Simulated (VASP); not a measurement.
# AgAu (R-3m) in VASP: notebook, part 2 of 3

VASP 6.6.1. Earlier steps stand in the parts before.

**3. Electric field gradients, LDA (8.70 Å³/atom)**

This run uses another cell than the first one, of 8.70 Å³/atom.

File INCAR:

```
SYSTEM = AgAu
PREC = Accurate
ENCUT = 520
EDIFF = 1E-8
ISMEAR = -1
SIGMA = 0.05
LREAL = .FALSE.
LASPH = .TRUE.
NELM = 80
ALGO = Normal
ISIF = 2
LWAVE = .FALSE.
LCHARG = .FALSE.
LEFG = .TRUE.
NBANDS = 18
```

File KPOINTS:

```
regular mesh
0
G
  14 14 14
  0 0 0
```

File POSCAR:

```
AgAu
1.0
    1.1568882568      0.6679297465      3.7547123121
   -1.1568882568      0.6679297465      3.7547123121
    0.0000000000     -1.3358594930      3.7547123121
Ag Au
1 1
Direct
    0.0000000000      0.0000000000      0.0000000000
    0.5000000000      0.5000000000      0.5000000000
```

Potentials or basis: VASP PAW LDA potentials, release 64 (Ag, Au).

On the command line:

```bash
$ cat potpaw_LDA.64/Ag/POTCAR potpaw_LDA.64/Au/POTCAR > POTCAR
$ mpirun -np 1 vasp_std > vasp.out
```

OUTCAR:

```text
SYSTEM = AgAu
   PREC = Accurate
   ENCUT = 520
   EDIFF = 1E-8
   ISMEAR = -1
   LREAL = .FALSE.
   LASPH = .TRUE.
   NELM = 80
   ISIF = 2

 ion  position               nearest neighbor table
   1  0.000  0.000  0.000-   2 2.30   2 2.30   2 2.30   2 2.30   2 2.30   2 2.30   2 3.27   2 3.27
                             2 3.27
   2  0.500  0.500  0.500-   1 2.30   1 2.30   1 2.30   1 2.30   1 2.30   1 2.30   1 3.27   1 3.27
                             1 3.27

  LATTYP: Found a trigonal (rhomboedric) cell.
 ALAT       =     3.9852710236
 COS(alpha) =     0.8314622863

  Lattice vectors:

 A1 = (   1.1568882568,   0.6679297465,   3.7547123121)
 A2 = (  -1.1568882568,   0.6679297465,   3.7547123121)
 A3 = (   0.0000000000,  -1.3358594930,   3.7547123121)

Analysis of symmetry for initial positions (statically):
=====================================================================
 Subroutine PRICEL returns:
 Original cell was already a primitive cell.

 Routine SETGRP: Setting up the symmetry group for a
 trigonal (rhombohedral) supercell.

 Subroutine GETGRP returns: Found 12 space group operations
 (whereof 12 operations were pure point group operations)
 out of a pool of 12 trial point group operations.

The static configuration has the point symmetry D_3d.

Analysis of symmetry for dynamics (positions and initial velocities):
=====================================================================
 Subroutine PRICEL returns:
 Original cell was already a primitive cell.

 Routine SETGRP: Setting up the symmetry group for a
 trigonal (rhombohedral) supercell.

 Subroutine GETGRP returns: Found 12 space group operations
 (whereof 12 operations were pure point group operations)
 out of a pool of 12 trial point group operations.

The dynamic configuration has the point symmetry D_3d.

 Subroutine INISYM returns: Found 12 space group operations
 (whereof 12 operations are pure point group operations),
 and found     1 'primitive' translations

----------------------------------------------------------------------------------------

                                     Primitive cell

  volume of cell :      17.4080

  direct lattice vectors                    reciprocal lattice vectors
     1.156888257  0.667929747  3.754712312     0.432193859  0.249527241  0.088777330
    -1.156888257  0.667929747  3.754712312    -0.432193859  0.249527241  0.088777330
     0.000000000 -1.335859493  3.754712312     0.000000000 -0.499054482  0.088777330

  length of vectors
     3.985271024  3.985271024  3.985271024     0.506889327  0.506889327  0.506889327

  position of ions in fractional coordinates (direct lattice)
     0.000000000  0.000000000  0.000000000
     0.500000000  0.500000000  0.500000000

  ion indices of the primitive-cell ions
   primitive index   ion index
                 1           1
                 2           2

----------------------------------------------------------------------------------------

 KPOINTS: regular mesh

Automatic generation of k-mesh.
 Grid dimensions read from file:
[... 68 lines left out ...]
   NSW    =      0    number of steps for IOM
   IBRION =     -1    ionic relax: 0-MD 1-quasi-New 2-CG
   NFREE  =      0    steps in history (QN), initial steepest desc. (CG)
   ISIF   =      2    stress and relaxation
   ISYM   =      2    0-nonsym 1-usesym 2-fastsym
   POTIM  = 0.5000    time-step for ionic-motion
   TEBEG  =    0.0;   TEEND  =   0.0 temperature during run
   PSTRESS=    0.0 pullay stress
   NELECT =      22.0000    total number of electrons
   NUPDOWN=      -1.0000    fix difference up-down
   EMIN   =  10.00;   EMAX   =-10.00  energy-range for DOS
   EFERMI =   0.00;   METHOD = LEGACY
   ISMEAR =    -1;   SIGMA  =   0.05  broadening in eV -4-tet -1-fermi 0-gaus
   EFERMI_NEDOS =   21; number of points for ismear=-14 and -15
   IALGO  =     38    algorithm
   IMIX   =      4    mixing-type and parameters
     AMIX     =   0.40;   BMIX     =  1.00
     AMIX_MAG =   1.60;   BMIX_MAG =  1.00
  volume/ion in A,a.u.               =       8.70        58.74
  Fermi-wavevector in a.u.,A,eV,Ry     =   1.769969  3.344757 42.624204  3.132791
  Thomas-Fermi vector in A             =   2.836852
   LORBIT       =      0    0 simple, 1 ext, 2 COOP (PROOUT), +10 PAW based schemes
   GGA     = CA    functional components
   LHFCALC =     F    Hartree Fock is set to
   AEXX    =    0.0000 exact exchange contribution
   IVDW    =     0    specifies the selected vdW correction
   LEPSILON=     F    determine dielectric tensor
   LRPA    =     F    only Hartree local field effects (RPA)
 non-spin polarized calculation
  energy-cutoff  :      520.00
  volume of cell :       17.41
 maximum number of plane-waves:       499
 NGX is ok and might be reduce to    30
   NGX = 15   NGY = 15   NGZ = 15

 number of electron      22.0000001 magnetization

 Free energy of the ion-electron system (eV)
  ---------------------------------------------------
  ext. energy  EPLUGINS =         0.00000000
  ---------------------------------------------------
  free energy    TOTEN  =         5.99566572 eV

  energy without entropy =        5.99989201  energy(sigma->0) =        5.99777887

 E-fermi :  25.3464     XC(G=0): -17.0734

 val. band max:       25.3235457338   @ k =   0.2857   0.2143   0.0714
 cond. band min:      25.3537948231   @ k =  -0.4286   0.3571   0.0714
 fundamental gap:      0.0302490893
 Fermi energy:        25.3463579559

 k-point     1 :       0.0000    0.0000    0.0000
  band No.  band energies     occupation
      1       6.8832      2.00000
      2       9.4385      2.00000
      3      13.8503      2.00000
      4      13.8503      2.00000
      5      14.2068      2.00000
      6      14.2068      2.00000
[... 481 lines left out ...]
      5      14.3671      2.00000
      6      14.8090      2.00000
[... 10 lines left out ...]
     17      42.0616      0.00000
     18      46.9787      0.00000

 [... further k-points ...]
[... 5 lines left out ...]
  --------------------------------------------------------------------------------------
  -------------------------------------------------------------------------------------
  Total       62.1653247     62.1653247     62.9034174      0.0000000      0.0000000      0.0000000
  in kB     5721.4838152   5721.4838155   5789.4153380      0.0000000      0.0000000      0.0000000
  external PRESSURE =    5744.1276563 kB  Pullay stress =       0.0000000 kB

 VOLUME and BASIS-vectors are now :
 -----------------------------------------------------------------------------
  energy-cutoff  :      520.00
  volume of cell :       17.41
      direct lattice vectors                 reciprocal lattice vectors
     1.156888257  0.667929747  3.754712312     0.432193859  0.249527241  0.088777330
    -1.156888257  0.667929747  3.754712312    -0.432193859  0.249527241  0.088777330
     0.000000000 -1.335859493  3.754712312     0.000000000 -0.499054482  0.088777330

 POSITION                                       TOTAL-FORCE (eV/Angst)
 -----------------------------------------------------------------------------------
      0.00000      0.00000      0.00000         0.000000     -0.000000     -0.000000
      0.00000      0.00000      5.63207        -0.000000      0.000000      0.000000
 -----------------------------------------------------------------------------------
    total drift:                                0.000000      0.000000      0.000000

  FREE ENERGIE OF THE ION-ELECTRON SYSTEM (eV)
  ---------------------------------------------------
  free  energy   TOTEN  =         5.9956657232 eV

  energy  without entropy=        5.9998920105  energy(sigma->0) =        5.99777887

 Electric field gradients (V/A^2)
---------------------------------------------------------------------
 ion       V_xx      V_yy      V_zz      V_xy      V_xz      V_yz
---------------------------------------------------------------------
   1      41.557    41.557   -83.114    -0.000     0.000    -0.000
   2     -61.740   -61.740   123.480     0.000    -0.000     0.000
---------------------------------------------------------------------

 Electric field gradients after diagonalization (V/A^2)
 (convention: |V_zz| > |V_xx| > |V_yy|)
----------------------------------------------------------------------
 ion       V_xx      V_yy      V_zz     asymmetry (V_yy - V_xx)/ V_zz
----------------------------------------------------------------------
   1      41.557    41.557   -83.114       0.000
   2     -61.740   -61.740   123.480       0.000
----------------------------------------------------------------------

           NMR quadrupolar parameters

 Cq : quadrupolar parameter    Cq=e*Q*V_zz/h
 eta: asymmetry parameters     (V_yy - V_xx)/ V_zz
 Q  : nuclear electric quadrupole moment in mb (millibarn)
----------------------------------------------------------------------
 ion       Cq(MHz)       eta       Q (mb)
----------------------------------------------------------------------
   1      -0.201       0.000       1.000
   2       0.299       0.000       1.000
----------------------------------------------------------------------
```

OSZICAR:

```text
N       E                     dE             d eps       ncg     rms          rms(c)
DAV:   1     0.153276894589E+03    0.15328E+03   -0.11975E+04 10464   0.130E+03
DAV:   2     0.795910680667E+01   -0.14532E+03   -0.14119E+03 11150   0.323E+02
DAV:   3     0.503558380177E+01   -0.29235E+01   -0.29148E+01 11792   0.474E+01
DAV:   4     0.502635236254E+01   -0.92314E-02   -0.92306E-02 11692   0.266E+00
DAV:   5     0.502630592047E+01   -0.46442E-04   -0.46442E-04 11854   0.185E-01    0.783E+01
DAV:   6     0.564999852718E+01    0.62369E+00   -0.44051E-02 11268   0.255E+00    0.465E+01
DAV:   7     0.599491943966E+01    0.34492E+00   -0.48200E-02 11082   0.288E+00    0.676E-01
DAV:   8     0.599572981998E+01    0.81038E-03   -0.52135E-03 11886   0.788E-01    0.208E-01
DAV:   9     0.599567890362E+01   -0.50916E-04   -0.19278E-04 12240   0.147E-01    0.695E-02
DAV:  10     0.599566648766E+01   -0.12416E-04   -0.12960E-05 12002   0.389E-02    0.154E-02
DAV:  11     0.599566569952E+01   -0.78814E-06   -0.62547E-07 13088   0.109E-02    0.281E-03
DAV:  12     0.599566572875E+01    0.29230E-07   -0.10754E-07 11870   0.312E-03    0.958E-04
DAV:  13     0.599566572317E+01   -0.55729E-08   -0.66864E-09  6604   0.923E-04
   1 F= 0.59956657E+01 E0= 0.59977789E+01  d E =-.422629E-02
```

stdout:

```text
POSCAR found type information on POSCAR AgAu
 POSCAR found :  2 types and       2 ions
 scaLAPACK will be used
 LDA part: xc-table for (Slater(with rela. corr.)+CA(PZ))
 , standard interpolation
 POSCAR, INCAR and KPOINTS ok, starting setup
 FFT: planning ... GRIDC
 FFT: planning ... GRID_SOFT
 FFT: planning ... GRID
 WAVECAR not read
 entering main loop
ion   1

ion   2
```

It took 3 min on 1 thread of Intel Xeon 6975P-C (Granite Rapids), shared host; peak memory 0.24 GiB.

What came out:

```
Free energy                             : 5.9957 eV
Pressure                                : 574.4 GPa
Band gap on the k mesh                  : zero (bands 11 and 12 overlap by 10.31 eV)
Largest electric field gradient by atom : Ag -83.1; Au +123.5 V/Å²
```

Stress tensor (GPa, compression positive):
```
572.15   0.00   0.00
  0.00 572.15   0.00
  0.00   0.00 578.94
```

Levels at points of the mesh, in eV from the Fermi level:
| k point | band 8 | band 9 | band 10 | band 11 | band 12 | band 13 | band 14 | band 15 |
| --- | --- | --- | --- | --- | --- | --- | --- | --- |
| (0.00, 0.00, 0.00) | -7.28 | -7.28 | -4.51 | -3.94 | -3.94 | 8.43 | 10.17 | 11.65 |
| (0.50, 0.00, 0.00) | -7.99 | -4.96 | -2.73 | 0.81 | 2.36 | 8.16 | 8.77 | 13.98 |
| (0.50, 0.50, 0.00) | -4.38 | -3.81 | -3.01 | -2.56 | -0.84 | 8.11 | 10.77 | 11.28 |
| (0.50, 0.50, 0.50) | -10.46 | -7.62 | -7.62 | -6.35 | -6.35 | 11.19 | 13.09 | 14.91 |

Electric field gradients, principal values (V/Å²):
| atom | least | middle | greatest (by size) |
| --- | --- | --- | --- |
| 1 Ag | 41.557 | 41.557 | -83.114 |
| 2 Au | -61.740 | -61.740 | 123.480 |

Caveat: the stress differs along the axes, from 572 to 579 GPa; without QUAD_EFG the Cq values of the log hold for a quadrupole moment of 1 mb, not for the nuclei; spin-orbit coupling is left out, which moves the levels of the heavy elements.

(Part 2 of 3 ends here.)

The gap in the log of VASP goes by the Fermi energy; the results here count the filled bands.